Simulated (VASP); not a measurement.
# GePt (Pnma) in VASP: single point with LDA

Aim: the single point of GePt with LDA.

Everything below comes from runs of VASP 6.6.1. Logs are shortened: lines on timing, memory, paths and dates and some standing lists are left out, and cuts for length are marked.

## Step 1: The cell of the first run

Symmetry: Pnma, No. 62, orthorhombic system. The conventional cell has a = 5.698 Å, b = 3.683 Å, c = 6.047 Å, α = 90.00°, β = 90.00°, γ = 90.00°. Ge (site symmetry m) has 6 Pt at 2.47 to 2.64 Å and 2 Ge at 3.00 Å within 3.3 Å. Within 3.3 Å of Pt (site symmetry m) lie 6 Ge at 2.47 to 2.64 Å and 4 Pt at 2.94 to 2.96 Å.

## Step 2: Single point, LDA

Input file INCAR:

```
ALGO = Normal
EDIFF = 1E-6
ENCUT = 520
ISIF = 2
ISMEAR = -1
LASPH = T
LCHARG = F
LREAL = F
LWAVE = F
NBANDS = 58
NELM = 60
PREC = Accurate
SIGMA = 0.15
```

Input file KPOINTS:

```
k-points
0
Gamma
  6 10 6
```

Input file POSCAR:

```
GePt
1.0
    5.6977957477      0.0000000000      0.0000000000
    0.0000000000      3.6831625518      0.0000000000
    0.0000000000      0.0000000000      6.0474388792
Ge Pt
4 4
Direct
    0.1854351499      0.2500000000      0.5884025708
    0.3145648501      0.7500000000      0.0884025708
    0.6854351499      0.2500000000      0.9115974292
    0.8145648501      0.7500000000      0.4115974292
    1.0008299062      0.2500000000      0.1915376078
    0.4991700938      0.7500000000      0.6915376078
    0.5008299062      0.2500000000      0.3084623922
   -0.0008299062      0.7500000000      0.8084623922
```

Potentials or basis: VASP PAW LDA potentials, release 64 (Ge_d, Pt).

Launch:

```bash
$ cat potpaw_LDA.64/Ge_d/POTCAR potpaw_LDA.64/Pt/POTCAR > POTCAR
$ mpirun -np 1 vasp_std > vasp.out
```

OUTCAR:

```text
EDIFF = 1E-6
   ENCUT = 520
   ISIF = 2
   ISMEAR = -1
   LASPH = T
   LREAL = F
   NELM = 60
   PREC = Accurate

 ion  position               nearest neighbor table
   1  0.185  0.250  0.588-   7 2.47   8 2.51   8 2.51   5 2.62   6 2.64   6 2.64
   2  0.315  0.750  0.088-   8 2.47   7 2.51   7 2.51   6 2.62   5 2.64   5 2.64
   3  0.685  0.250  0.912-   5 2.47   6 2.51   6 2.51   7 2.62   8 2.64   8 2.64
   4  0.815  0.750  0.412-   6 2.47   5 2.51   5 2.51   8 2.62   7 2.64   7 2.64
   5  0.001  0.250  0.192-   3 2.47   4 2.51   4 2.51   1 2.62   2 2.64   2 2.64   7 2.94   7 2.94
                             8 2.96   8 2.96
   6  0.499  0.750  0.692-   4 2.47   3 2.51   3 2.51   2 2.62   1 2.64   1 2.64   8 2.94   8 2.94
                             7 2.96   7 2.96
   7  0.501  0.250  0.308-   1 2.47   2 2.51   2 2.51   3 2.62   4 2.64   4 2.64   5 2.94   5 2.94
                             6 2.96   6 2.96
   8  0.999  0.750  0.808-   2 2.47   1 2.51   1 2.51   4 2.62   3 2.64   3 2.64   6 2.94   6 2.94
                             5 2.96   5 2.96

  LATTYP: Found a simple orthorhombic cell.
 ALAT       =     3.6831625518
 B/A-ratio  =     1.5469846002
 C/A-ratio  =     1.6419147388

  Lattice vectors:

 A1 = (   0.0000000000,  -3.6831625518,   0.0000000000)
 A2 = (   5.6977957477,   0.0000000000,   0.0000000000)
 A3 = (   0.0000000000,   0.0000000000,   6.0474388792)

Analysis of symmetry for initial positions (statically):
=====================================================================
 Subroutine PRICEL returns:
 Original cell was already a primitive cell.

 Routine SETGRP: Setting up the symmetry group for a
 simple orthorhombic supercell.

 Subroutine GETGRP returns: Found  8 space group operations
 (whereof  2 operations were pure point group operations)
 out of a pool of  8 trial point group operations.

The static configuration has the point symmetry S_2 .
 The point group associated with its full space group is D_2h.

Analysis of symmetry for dynamics (positions and initial velocities):
=====================================================================
 Subroutine PRICEL returns:
 Original cell was already a primitive cell.

 Routine SETGRP: Setting up the symmetry group for a
 simple orthorhombic supercell.

 Subroutine GETGRP returns: Found  8 space group operations
 (whereof  2 operations were pure point group operations)
 out of a pool of  8 trial point group operations.

The dynamic configuration has the point symmetry S_2 .
 The point group associated with its full space group is D_2h.

 Subroutine INISYM returns: Found  8 space group operations
 (whereof  2 operations are pure point group operations),
 and found     1 'primitive' translations

----------------------------------------------------------------------------------------

                                     Primitive cell

  volume of cell :     126.9110

  direct lattice vectors                    reciprocal lattice vectors
     5.697795748  0.000000000  0.000000000     0.175506467  0.000000000  0.000000000
     0.000000000  3.683162552  0.000000000     0.000000000  0.271505801  0.000000000
     0.000000000  0.000000000  6.047438879     0.000000000  0.000000000  0.165359257

  length of vectors
     5.697795748  3.683162552  6.047438879     0.175506467  0.271505801  0.165359257

  position of ions in fractional coordinates (direct lattice)
     0.185435150  0.250000000  0.588402571
     0.314564850  0.750000000  0.088402571
     0.685435150  0.250000000  0.911597429
     0.814564850  0.750000000  0.411597429
     0.000829906  0.250000000  0.191537608
     0.499170094  0.750000000  0.691537608
     0.500829906  0.250000000  0.308462392
     0.999170094  0.750000000  0.808462392

  ion indices of the primitive-cell ions
   primitive index   ion index
                 1           1
                 2           2
                 3           3
                 4           4
                 5           5
                 6           6
                 7           7
                 8           8

----------------------------------------------------------------------------------------

 KPOINTS: k-points

Automatic generation of k-mesh.
 Grid dimensions read from file:
 generate k-points for:    6   10    6

 Generating k-lattice:

  Cartesian coordinates                     Fractional coordinates (reciprocal lattice)
     0.029251078  0.000000000  0.000000000     0.166666667  0.000000000  0.000000000
     0.000000000  0.027150580  0.000000000     0.000000000  0.100000000  0.000000000
     0.000000000  0.000000000  0.027559876     0.000000000  0.000000000  0.166666667

  Length of vectors
     0.029251078  0.027150580  0.027559876

  Shift w.r.t. Gamma in fractional coordinates (k-lattice)
     0.000000000  0.000000000  0.000000000

 Subroutine IBZKPT returns following result:
 ===========================================

 Found     96 irreducible k-points:

 Following reciprocal coordinates:
            Coordinates               Weight
  0.000000  0.000000  0.000000      1.000000
  0.166667  0.000000  0.000000      2.000000
  0.333333  0.000000  0.000000      2.000000
  0.500000  0.000000  0.000000      1.000000
  0.000000  0.100000  0.000000      2.000000
  0.166667  0.100000  0.000000      4.000000
[... 16 lines left out ...]
  0.333333  0.500000  0.000000      2.000000
  0.500000  0.500000  0.000000      1.000000
 [... further k-points ...]
   k-points           NKPTS =     96   k-points in BZ     NKDIM =     96   number of bands    NBANDS=     58
   number of dos      NEDOS =    301   number of ions     NIONS =      8
   total plane-waves  NPLWV =  56448
   dimension x,y,z NGX =    42 NGY =   28 NGZ =   48
   dimension x,y,z NGXF=    84 NGYF=   56 NGZF=   96
   ions per type =               4   4
   NGX,Y,Z   is equivalent  to a cutoff of  12.25, 12.64, 13.20 a.u.
   NGXF,Y,Z  is equivalent  to a cutoff of  24.51, 25.28, 26.39 a.u.
 SYSTEM =  unknown system
   PREC   = accura    normal or accurate (medium, high low for compatibility)
   ISTART =      0    job   : 0-new  1-cont  2-samecut
   ICHARG =      2    charge: 1-file 2-atom 10-const
   ISPIN  =      1    spin polarized calculation?
   LNONCOLLINEAR =      F non collinear calculations
   LSORBIT =      F    spin-orbit coupling
   LASPH  =      T    aspherical Exc in radial PAW
   ENCUT  =  520.0 eV  38.22 Ry    6.18 a.u.  10.59  6.85 11.24*2*pi/ulx,y,z
   NELM   =     60;   NELMIN=  2; NELMDL= -5     # of ELM steps
   EDIFF  = 0.1E-05   stopping-criterion for ELM
   LREAL  =      F    real-space projection
[... 7 lines left out ...]
   TEBEG  =    0.0;   TEEND  =   0.0 temperature during run
   PSTRESS=    0.0 pullay stress
   NELECT =      96.0000    total number of electrons
   NUPDOWN=      -1.0000    fix difference up-down
   EMIN   =  10.00;   EMAX   =-10.00  energy-range for DOS
   EFERMI =   0.00;   METHOD = LEGACY
   ISMEAR =    -1;   SIGMA  =   0.15  broadening in eV -4-tet -1-fermi 0-gaus
   EFERMI_NEDOS =   21; number of points for ismear=-14 and -15
   IALGO  =     38    algorithm
   IMIX   =      4    mixing-type and parameters
     AMIX     =   0.40;   BMIX     =  1.00
     AMIX_MAG =   1.60;   BMIX_MAG =  1.00
  volume/ion in A,a.u.               =      15.86       107.05
  Fermi-wavevector in a.u.,A,eV,Ry     =   1.491645  2.818800 30.273030  2.225005
  Thomas-Fermi vector in A             =   2.604274
   LORBIT       =      0    0 simple, 1 ext, 2 COOP (PROOUT), +10 PAW based schemes
   GGA     = CA    functional components
   LHFCALC =     F    Hartree Fock is set to
   AEXX    =    0.0000 exact exchange contribution
   IVDW    =     0    specifies the selected vdW correction
   LEPSILON=     F    determine dielectric tensor
   LRPA    =     F    only Hartree local field effects (RPA)
 non-spin polarized calculation
  energy-cutoff  :      520.00
  volume of cell :      126.91
 maximum number of plane-waves:      3442
   NGX = 21   NGY = 13   NGZ = 23

 number of electron      96.0000086 magnetization

 Free energy of the ion-electron system (eV)
  ---------------------------------------------------
  ext. energy  EPLUGINS =         0.00000000
  ---------------------------------------------------
  free energy    TOTEN  =       -54.90017028 eV

  energy without entropy =      -54.74117116  energy(sigma->0) =      -54.82067072

 E-fermi :   9.8608     XC(G=0): -12.8235

 val. band max:        9.8536606312   @ k =   0.5000   0.0000   0.0000
 cond. band min:       9.8707000730   @ k =   0.0000   0.0000   0.5000
 fundamental gap:      0.0170394419
 Fermi energy:         9.8607897825

 k-point     1 :       0.0000    0.0000    0.0000
  band No.  band energies     occupation
      1     -15.4342      2.00000
      2     -15.4263      2.00000
      3     -15.4242      2.00000
      4     -15.4206      2.00000
      5     -15.4099      2.00000
      6     -15.3935      2.00000
[... 50 lines left out ...]
     57      15.0768      0.00000
     58      15.7273      0.00000

 k-point     2 :       0.1667    0.0000    0.0000
  band No.  band energies     occupation
      1     -15.4335      2.00000
      2     -15.4266      2.00000
      3     -15.4234      2.00000
      4     -15.4202      2.00000
      5     -15.4094      2.00000
      6     -15.3950      2.00000
[... 50 lines left out ...]
     57      15.3774      0.00000
     58      15.6373      0.00000

 k-point     3 :       0.3333    0.0000    0.0000
  band No.  band energies     occupation
      1     -15.4317      2.00000
      2     -15.4277      2.00000
      3     -15.4216      2.00000
      4     -15.4197      2.00000
      5     -15.4077      2.00000
      6     -15.3990      2.00000
[... 1216 lines left out ...]
      3     -15.4199      2.00000
      4     -15.4199      2.00000
      5     -15.4013      2.00000
      6     -15.4013      2.00000
[... 50 lines left out ...]
     57      16.0135      0.00000
     58      16.0312      0.00000

 k-point    24 :       0.5000    0.5000    0.0000
  band No.  band energies     occupation
      1     -15.4192      2.00000
      2     -15.4192      2.00000
      3     -15.4192      2.00000
      4     -15.4192      2.00000
      5     -15.3992      2.00000
      6     -15.3992      2.00000
[... 50 lines left out ...]
     57      16.3077      0.00000
     58      16.3077      0.00000

 [... further k-points ...]
[... 5 lines left out ...]
  --------------------------------------------------------------------------------------
  -------------------------------------------------------------------------------------
  Total        0.5569669      0.4911747      0.5899755     -0.0000000      0.0000000      0.0000000
  in kB        7.0313826      6.2007948      7.4480962     -0.0000000      0.0000000      0.0000000
  external PRESSURE =       6.8934245 kB  Pullay stress =       0.0000000 kB

 VOLUME and BASIS-vectors are now :
 -----------------------------------------------------------------------------
  energy-cutoff  :      520.00
  volume of cell :      126.91
      direct lattice vectors                 reciprocal lattice vectors
     5.697795748  0.000000000  0.000000000     0.175506467  0.000000000  0.000000000
     0.000000000  3.683162552  0.000000000     0.000000000  0.271505801  0.000000000
     0.000000000  0.000000000  6.047438879     0.000000000  0.000000000  0.165359257

 POSITION                                       TOTAL-FORCE (eV/Angst)
 -----------------------------------------------------------------------------------
      1.05657      0.92079      3.55833        -0.014464      0.000000      0.002398
      1.79233      2.76237      0.53461         0.014464      0.000000      0.002398
      3.90547      0.92079      5.51283        -0.014464      0.000000     -0.002398
      4.64122      2.76237      2.48911         0.014464      0.000000     -0.002398
      0.00473      0.92079      1.15831         0.020978     -0.000000     -0.011317
      2.84417      2.76237      4.18203        -0.020978      0.000000     -0.011317
      2.85363      0.92079      1.86541         0.020978      0.000000      0.011317
      5.69307      2.76237      4.88913        -0.020978      0.000000      0.011317
 -----------------------------------------------------------------------------------
    total drift:                                0.000000      0.000000     -0.000000

  FREE ENERGIE OF THE ION-ELECTRON SYSTEM (eV)
  ---------------------------------------------------
  free  energy   TOTEN  =       -54.9001702778 eV

  energy  without entropy=      -54.7411711619  energy(sigma->0) =      -54.82067072
```

Run time: 13 min. Hardware: 1 thread of Intel Xeon 6975P-C (Granite Rapids), shared host; peak memory 0.57 GiB.

Results:

| Item | Value |
| --- | --- |
| Free energy | -54.9002 eV |
| Pressure | 0.7 GPa |
| Largest force | 0.024 eV/Å |
| Band gap on the k mesh | zero (bands 48 and 49 overlap by 1.38 eV) |

Forces in eV/Å, atoms in the order of the input:
```
Ge  -0.014  0.000  0.002
Ge   0.014  0.000  0.002
Ge  -0.014  0.000 -0.002
Ge   0.014  0.000 -0.002
Pt   0.021  0.000 -0.011
Pt  -0.021  0.000 -0.011
Pt   0.021  0.000  0.011
Pt  -0.021  0.000  0.011
```

Caveat: spin-orbit coupling is left out, which moves the levels of the heavy elements.
